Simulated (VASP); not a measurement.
# SnTe2 (P4_2/mnm) in VASP: further runs

The runs below take SnTe2 through single point, with PBE, PBE-based screened hybrid with 40 % exact exchange.

All numbers are computed with VASP 6.6.1; they aren't measurements. Logs are shortened: lines on timing, memory, paths and dates and some standing lists are left out, and cuts for length are marked.

### 1 The cell of the first run

It takes space group P4_2/mnm (No. 136, tetragonal). The conventional cell has a = 6.959 Å, b = 6.959 Å, c = 4.418 Å, α = 90.00°, β = 90.00°, γ = 90.00°. Within 3.9 Å of Sn (site symmetry mmm) lie 6 Te at 2.94 to 2.98 Å. Within 3.9 Å of Te (site symmetry m2m) lie 3 Sn at 2.94 to 2.98 Å and 1 Te at 3.89 Å.

### 2 Single point, PBE

Contents of INCAR:

```
PREC     = Accurate       # precision mode
ENCUT    = 520            # plane-wave cutoff, eV
EDIFF    = 1E-6           # SCF threshold, eV
ISMEAR   = 1              # smearing method
SIGMA    = 0.2            # smearing width, eV
LREAL    = False          # projectors in reciprocal space
LASPH    = True           # aspherical terms in the spheres
NELM     = 60             # most SCF steps
ALGO     = Normal         # electronic algorithm
ISIF     = 2              # what is computed and relaxed
LWAVE    = False          # write WAVECAR
LCHARG   = False          # write CHGCAR
GGA      = PE             # functional
NBANDS   = 35             # bands
```

Contents of KPOINTS:

```
regular mesh
0
Gamma
  4 4 4
```

Contents of POSCAR:

```
SnTe2
1.0
    6.9585660197      0.0000000000      0.0000000000
    0.0000000000      6.9585660197      0.0000000000
    0.0000000000      0.0000000000      4.4179125098
Sn Te
2 4
Direct
    0.0000000000      0.0000000000      0.0000000000
    0.5000000000      0.5000000000      0.5000000000
    0.3023537661      0.3023537661      0.0000000000
    0.1976462339      0.8023537661      0.5000000000
    0.8023537661      0.1976462339      0.5000000000
    0.6976462339      0.6976462339      0.0000000000
```

Potentials or basis: VASP PAW PBE potentials, release 64 (Sn_d, Te).

Started as:

```bash
$ cat potpaw_PBE.64/Sn_d/POTCAR potpaw_PBE.64/Te/POTCAR > POTCAR
$ mpirun -np 1 vasp_std > vasp.out
```

OUTCAR:

```text
PREC = Accurate
   ENCUT = 520
   EDIFF = 1E-6
   ISMEAR = 1
   LREAL = False
   LASPH = True
   NELM = 60
   ISIF = 2
   GGA = PE

 ion  position               nearest neighbor table
   1  0.000  0.000  0.000-   4 2.94   5 2.94   4 2.94   5 2.94   3 2.98   6 2.98
   2  0.500  0.500  0.500-   3 2.94   6 2.94   3 2.94   6 2.94   5 2.98   4 2.98
   3  0.302  0.302  0.000-   2 2.94   2 2.94   1 2.98
   4  0.198  0.802  0.500-   1 2.94   1 2.94   2 2.98
   5  0.802  0.198  0.500-   1 2.94   1 2.94   2 2.98
   6  0.698  0.698  0.000-   2 2.94   2 2.94   1 2.98

  LATTYP: Found a simple tetragonal cell.
 ALAT       =     6.9585660197
 C/A-ratio  =     0.6348883516

  Lattice vectors:

 A1 = (   6.9585660197,   0.0000000000,   0.0000000000)
 A2 = (   0.0000000000,   6.9585660197,   0.0000000000)
 A3 = (   0.0000000000,   0.0000000000,   4.4179125098)

Analysis of symmetry for initial positions (statically):
=====================================================================
 Subroutine PRICEL returns:
 Original cell was already a primitive cell.

 Routine SETGRP: Setting up the symmetry group for a
 simple tetragonal supercell.

 Subroutine GETGRP returns: Found 16 space group operations
 (whereof  8 operations were pure point group operations)
 out of a pool of 16 trial point group operations.

The static configuration has the point symmetry D_2h.
 The point group associated with its full space group is D_4h.

Analysis of symmetry for dynamics (positions and initial velocities):
=====================================================================
 Subroutine PRICEL returns:
 Original cell was already a primitive cell.

 Routine SETGRP: Setting up the symmetry group for a
 simple tetragonal supercell.

 Subroutine GETGRP returns: Found 16 space group operations
 (whereof  8 operations were pure point group operations)
 out of a pool of 16 trial point group operations.

The dynamic configuration has the point symmetry D_2h.
 The point group associated with its full space group is D_4h.

 Subroutine INISYM returns: Found 16 space group operations
 (whereof  8 operations are pure point group operations),
 and found     1 'primitive' translations

----------------------------------------------------------------------------------------

                                     Primitive cell

  volume of cell :     213.9226

  direct lattice vectors                    reciprocal lattice vectors
     6.958566020  0.000000000  0.000000000     0.143707769  0.000000000  0.000000000
     0.000000000  6.958566020  0.000000000     0.000000000  0.143707769  0.000000000
     0.000000000  0.000000000  4.417912510     0.000000000  0.000000000  0.226351246

  length of vectors
     6.958566020  6.958566020  4.417912510     0.143707769  0.143707769  0.226351246

  position of ions in fractional coordinates (direct lattice)
     0.000000000  0.000000000  0.000000000
     0.500000000  0.500000000  0.500000000
     0.302353766  0.302353766  0.000000000
     0.197646234  0.802353766  0.500000000
     0.802353766  0.197646234  0.500000000
     0.697646234  0.697646234  0.000000000

  ion indices of the primitive-cell ions
   primitive index   ion index
                 1           1
                 2           2
                 3           3
                 4           4
                 5           5
                 6           6

----------------------------------------------------------------------------------------

 KPOINTS: regular mesh

Automatic generation of k-mesh.
 Grid dimensions read from file:
 generate k-points for:    4    4    4

 Generating k-lattice:

  Cartesian coordinates                     Fractional coordinates (reciprocal lattice)
     0.035926942  0.000000000  0.000000000     0.250000000  0.000000000  0.000000000
     0.000000000  0.035926942  0.000000000     0.000000000  0.250000000  0.000000000
     0.000000000  0.000000000  0.056587811     0.000000000  0.000000000  0.250000000

  Length of vectors
     0.035926942  0.035926942  0.056587811

  Shift w.r.t. Gamma in fractional coordinates (k-lattice)
     0.000000000  0.000000000  0.000000000

 Subroutine IBZKPT returns following result:
 ===========================================

 Found     18 irreducible k-points:

 Following reciprocal coordinates:
            Coordinates               Weight
  0.000000  0.000000  0.000000      1.000000
  0.250000  0.000000  0.000000      4.000000
  0.500000  0.000000  0.000000      2.000000
  0.250000  0.250000  0.000000      4.000000
  0.500000  0.250000  0.000000      4.000000
  0.500000  0.500000  0.000000      1.000000
[... 10 lines left out ...]
  0.500000  0.250000  0.500000      4.000000
  0.500000  0.500000  0.500000      1.000000
   k-points           NKPTS =     18   k-points in BZ     NKDIM =     18   number of bands    NBANDS=     35
   number of dos      NEDOS =    301   number of ions     NIONS =      6
   total plane-waves  NPLWV = 104976
   dimension x,y,z NGX =    54 NGY =   54 NGZ =   36
   dimension x,y,z NGXF=   108 NGYF=  108 NGZF=   72
   ions per type =               2   4
   NGX,Y,Z   is equivalent  to a cutoff of  12.90, 12.90, 13.55 a.u.
   NGXF,Y,Z  is equivalent  to a cutoff of  25.80, 25.80, 27.09 a.u.
 SYSTEM =  unknown system
   PREC   = accura    normal or accurate (medium, high low for compatibility)
   ISTART =      0    job   : 0-new  1-cont  2-samecut
   ICHARG =      2    charge: 1-file 2-atom 10-const
   ISPIN  =      1    spin polarized calculation?
   LNONCOLLINEAR =      F non collinear calculations
   LSORBIT =      F    spin-orbit coupling
   LASPH  =      T    aspherical Exc in radial PAW
   ENCUT  =  520.0 eV  38.22 Ry    6.18 a.u.  12.94 12.94  8.21*2*pi/ulx,y,z
   NELM   =     60;   NELMIN=  2; NELMDL= -5     # of ELM steps
   EDIFF  = 0.1E-05   stopping-criterion for ELM
   LREAL  =      F    real-space projection
   EDIFFG = 0.1E-04   stopping-criterion for IOM
   NSW    =      0    number of steps for IOM
   IBRION =     -1    ionic relax: 0-MD 1-quasi-New 2-CG
   NFREE  =      0    steps in history (QN), initial steepest desc. (CG)
   ISIF   =      2    stress and relaxation
   ISYM   =      2    0-nonsym 1-usesym 2-fastsym
   POTIM  = 0.5000    time-step for ionic-motion
   TEBEG  =    0.0;   TEEND  =   0.0 temperature during run
   PSTRESS=    0.0 pullay stress
   NELECT =      52.0000    total number of electrons
   NUPDOWN=      -1.0000    fix difference up-down
   EMIN   =  10.00;   EMAX   =-10.00  energy-range for DOS
   EFERMI =   0.00;   METHOD = LEGACY
   ISMEAR =     1;   SIGMA  =   0.20  broadening in eV -4-tet -1-fermi 0-gaus
   EFERMI_NEDOS =   21; number of points for ismear=-14 and -15
   IALGO  =     38    algorithm
   IMIX   =      4    mixing-type and parameters
     AMIX     =   0.40;   BMIX     =  1.00
     AMIX_MAG =   1.60;   BMIX_MAG =  1.00
  volume/ion in A,a.u.               =      35.65       240.60
  Fermi-wavevector in a.u.,A,eV,Ry     =   1.021701  1.930735 14.202748  1.043873
  Thomas-Fermi vector in A             =   2.155340
   LORBIT       =      0    0 simple, 1 ext, 2 COOP (PROOUT), +10 PAW based schemes
   GGA     = PE    functional components
   LHFCALC =     F    Hartree Fock is set to
   AEXX    =    0.0000 exact exchange contribution
   IVDW    =     0    specifies the selected vdW correction
   LEPSILON=     F    determine dielectric tensor
   LRPA    =     F    only Hartree local field effects (RPA)
 non-spin polarized calculation
 Methfessel and Paxton  Order N= 1 SIGMA  =   0.20
  energy-cutoff  :      520.00
  volume of cell :      213.92
 maximum number of plane-waves:      5788
 NGX is ok and might be reduce to    54
   NGX = 25   NGY = 25   NGZ = 17

 number of electron      51.9999978 magnetization

 Free energy of the ion-electron system (eV)
  ---------------------------------------------------
  ext. energy  EPLUGINS =         0.00000000
  ---------------------------------------------------
  free energy    TOTEN  =       -19.66950467 eV

  energy without entropy =      -19.64806594  energy(sigma->0) =      -19.66235843

 E-fermi :   4.6786     XC(G=0):  -8.7554

 val. band max:        4.6778792262   @ k =   0.0000   0.0000   0.0000
 cond. band min:       4.6846124841   @ k =   0.2500   0.0000   0.0000
 fundamental gap:      0.0067332580
 Fermi energy:         4.6786471012

 k-point     1 :       0.0000    0.0000    0.0000
  band No.  band energies     occupation
      1     -16.9759      2.00000
      2     -16.9679      2.00000
      3     -16.9451      2.00000
      4     -16.9451      2.00000
      5     -16.9244      2.00000
      6     -16.9231      2.00000
[... 27 lines left out ...]
     34       9.4994      0.00000
     35       9.5776      0.00000

 k-point     2 :       0.2500    0.0000    0.0000
  band No.  band energies     occupation
      1     -16.9747      2.00000
      2     -16.9691      2.00000
      3     -16.9451      2.00000
      4     -16.9451      2.00000
      5     -16.9242      2.00000
      6     -16.9233      2.00000
[... 27 lines left out ...]
     34       9.0076      0.00000
     35      10.1634      0.00000

 k-point     3 :       0.5000    0.0000    0.0000
  band No.  band energies     occupation
      1     -16.9719      2.00000
      2     -16.9719      2.00000
      3     -16.9450      2.00000
      4     -16.9450      2.00000
      5     -16.9237      2.00000
      6     -16.9237      2.00000
[... 27 lines left out ...]
     34       8.1374     -0.00000
     35      10.8082      0.00000
[... 495 lines left out ...]
 k-point    17 :       0.5000    0.2500    0.5000
  band No.  band energies     occupation
      1     -16.9658      2.00000
      2     -16.9658      2.00000
      3     -16.9572      2.00000
      4     -16.9572      2.00000
      5     -16.9233      2.00000
      6     -16.9233      2.00000
[... 27 lines left out ...]
     34       9.9741      0.00000
     35      10.6335      0.00000

 k-point    18 :       0.5000    0.5000    0.5000
  band No.  band energies     occupation
      1     -16.9649      2.00000
      2     -16.9649      2.00000
      3     -16.9581      2.00000
      4     -16.9581      2.00000
      5     -16.9233      2.00000
      6     -16.9233      2.00000
[... 27 lines left out ...]
     34      10.1616      0.00000
     35      10.2234      0.00000

------------------------ aborting loop because EDIFF is reached ----------------------------------------

  FORCE on cell =-STRESS in cart. coord.  units (eV):
  Direction    XX          YY          ZZ          XY          YZ          ZX
  --------------------------------------------------------------------------------------
  -------------------------------------------------------------------------------------
  Total        1.5939092      1.5939092      1.7353814      0.0000000      0.0000000      0.0000000
  in kB       11.9376144     11.9376144     12.9971730      0.0000000      0.0000000      0.0000000
  external PRESSURE =      12.2908006 kB  Pullay stress =       0.0000000 kB

 VOLUME and BASIS-vectors are now :
 -----------------------------------------------------------------------------
  energy-cutoff  :      520.00
  volume of cell :      213.92
      direct lattice vectors                 reciprocal lattice vectors
     6.958566020  0.000000000  0.000000000     0.143707769  0.000000000  0.000000000
     0.000000000  6.958566020  0.000000000     0.000000000  0.143707769  0.000000000
     0.000000000  0.000000000  4.417912510     0.000000000  0.000000000  0.226351246

 POSITION                                       TOTAL-FORCE (eV/Angst)
 -----------------------------------------------------------------------------------
      0.00000      0.00000      0.00000         0.000000      0.000000     -0.000000
      3.47928      3.47928      2.20896         0.000000      0.000000     -0.000000
      2.10395      2.10395      0.00000        -0.075475     -0.075475      0.000000
      1.37533      5.58323      2.20896         0.075475     -0.075475     -0.000000
      5.58323      1.37533      2.20896        -0.075475      0.075475     -0.000000
      4.85462      4.85462      0.00000         0.075475      0.075475     -0.000000
 -----------------------------------------------------------------------------------
    total drift:                               -0.000000      0.000000      0.000000

  FREE ENERGIE OF THE ION-ELECTRON SYSTEM (eV)
  ---------------------------------------------------
  free  energy   TOTEN  =       -19.6695046729 eV

  energy  without entropy=      -19.6480659420  energy(sigma->0) =      -19.66235843
```

Run time: 58 s. Hardware: 1 thread of Intel Xeon 6975P-C (Granite Rapids), shared host; peak memory 0.36 GiB.

Results:

| Quantity | Value |
| --- | --- |
| Free energy | -19.6695 eV |
| Pressure | 1.2 GPa |
| Largest force | 0.107 eV/Å |
| Band gap on the k mesh | zero (bands 26 and 27 overlap by 0.11 eV) |

Forces in eV/Å, atoms in the order of the input:
```
Sn   0.000  0.000  0.000
Sn   0.000  0.000  0.000
Te  -0.075 -0.075  0.000
Te   0.075 -0.075  0.000
Te  -0.075  0.075  0.000
Te   0.075  0.075  0.000
```

Levels at points of the mesh, in eV from the Fermi level:
```tsv
k point	band 23	band 24	band 25	band 26	band 27	band 28	band 29	band 30
(0.00, 0.00, 0.00)	-0.71	-0.71	0.00	0.00	0.63	0.63	1.89	1.89
(0.50, 0.00, 0.00)	-0.54	-0.54	-0.27	-0.27	0.23	0.23	2.56	2.56
(0.50, 0.50, 0.00)	-0.79	-0.79	-0.79	-0.79	0.10	0.10	2.80	2.80
(0.00, 0.00, 0.50)	-1.24	-1.24	-1.07	-1.07	0.37	0.37	4.52	4.52
(0.50, 0.00, 0.50)	-0.58	-0.58	-0.35	-0.35	1.11	1.11	1.76	1.76
(0.50, 0.50, 0.50)	-0.65	-0.65	-0.45	-0.45	0.01	0.01	3.61	3.61
```

Caveat: semilocal functionals underestimate gaps, so a narrow gap can read as zero; spin-orbit coupling is left out, which moves the levels of the heavy elements.

### 3 Single point, PBE

Contents of INCAR:

```
ALGO     = Normal         # electronic algorithm
EDIFF    = 1E-6           # SCF threshold, eV
ENCUT    = 520            # plane-wave cutoff, eV
GGA      = PE             # functional
ISIF     = 2              # what is computed and relaxed
ISMEAR   = -1             # smearing method
LASPH    = True           # aspherical terms in the spheres
LCHARG   = True           # write CHGCAR
LELF     = True           # ELF
LREAL    = False          # projectors in reciprocal space
LVHAR    = True         
LWAVE    = False          # write WAVECAR
NBANDS   = 35             # bands
NELM     = 80             # most SCF steps
PREC     = Accurate       # precision mode
SIGMA    = 0.02           # smearing width, eV
```

Contents of KPOINTS:

```
Automatic mesh
0
Gamma
  4 4 4
  0 0 0.5
```

POSCAR is that of step 2.

Potentials or basis: VASP PAW PBE potentials, release 64 (Sn_d, Te).

Started as:

```bash
$ cat potpaw_PBE.64/Sn_d/POTCAR potpaw_PBE.64/Te/POTCAR > POTCAR
$ mpirun -np 1 vasp_std > vasp.out
```

Wall time 46 s (1 thread of Intel Xeon 6975P-C (Granite Rapids), shared host); peak memory 0.34 GiB.

Results (log left out):

| Quantity | Value |
| --- | --- |
| Free energy | -19.8038 eV |
| Pressure | 1.0 GPa |
| Largest force | 0.049 eV/Å |

Forces on the atoms (eV/Å):
```
Sn   0.000  0.000  0.000
Sn   0.000  0.000  0.000
Te  -0.034 -0.034  0.000
Te   0.034 -0.034  0.000
Te  -0.034  0.034  0.000
Te   0.034  0.034  0.000
```

Stress tensor (GPa, compression positive):
```
1.03 0.00 0.00
0.00 1.03 0.00
0.00 0.00 0.90
```

Levels at points of the mesh, in eV from the Fermi level:
```
           k point  band 22  band 23  band 24  band 25  band 26  band 27  band 28  band 29  band 30  band 31
(0.00, 0.00, 0.12)    -1.47    -1.47    -0.30    -0.02    -0.02     0.45     1.11     2.52     2.52     2.52
```

Caveat: spin-orbit coupling is left out, which moves the levels of the heavy elements.

(Part 1 of 2 ends here.)
